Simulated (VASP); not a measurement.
Wanted: the native input for a VASP 6.6.1 run.

| Quantity | Value |
| --- | --- |
| Task | single point |
| Functional | PBE |
| Potentials or basis | VASP PAW PBE potentials, release 64 (Co, O) |
| Cutoff | 520 eV |
| k mesh | 12 × 12 × 6 |
| Occupations | gaussian, width 0.05 eV |
| Spin | collinear spin, antiferromagnetic start |
| Starting moments | [2.27, -2.27, 0.0, 0.0] μB |
| Dipole correction | no |
| Further INCAR settings | ALGO = Normal; EDIFF = 1e-07; NBANDS = 27 |

The structure of CoO lies in POSCAR:

```
CoO
1.0
    0.0000000000      2.2901777956      2.2901777955
    4.4951929484      2.2901777956      2.2901777955
    4.4951929484      4.5803555911     -0.0000000001
Co O
2 2
Direct
    0.0000000000      0.0000000000      0.0000000000
    0.0000000000      0.0000000000      0.5000000000
    0.2500001652      0.2499998348      0.0000000000
    0.2499998348      0.2500001652      0.5000000000
```

This cell differs from its parent crystal: volume scaled by 1.040.

One way to write it, as run:

INCAR

```
SYSTEM = CoO
PREC = Accurate
ENCUT = 520
EDIFF = 1E-7
ISMEAR = 0
SIGMA = 0.05
LREAL = .False.
LASPH = .True.
NELM = 150
ALGO = Normal
ISIF = 2
LWAVE = .False.
LCHARG = .False.
ISPIN = 2
MAGMOM = 2.27 -2.27 0 0
LORBIT = 11
LMAXMIX = 4
GGA = PE
NBANDS = 27
```

KPOINTS

```
Automatic mesh
0
Gamma
  12 12 6
  0 0 0
```

Potentials or basis: VASP PAW PBE potentials, release 64 (Co, O).

Run with:

```console
$ cat potpaw_PBE.64/Co/POTCAR potpaw_PBE.64/O/POTCAR > POTCAR
$ mpirun -np 1 vasp_std > vasp.out
```

It gave:

- Pressure: -4.8 GPa
- Band gap on the k mesh: zero (filled and empty bands overlap)
- Net moment: 0.00 μB per cell
- Site moments: Co +2.24, -2.24; O +0.00 μB
- Valence electrons inside the program's atomic spheres: Co 7.96; O 4.98

Caveat: semilocal functionals often make such compounds metallic where correlation or magnetic order opens a gap, which also shifts bond lengths.

Run time: 6.8 min on 1 thread of Oxide Virtual Turin-like Processor, with other jobs on the host, peak memory 0.33 GiB.
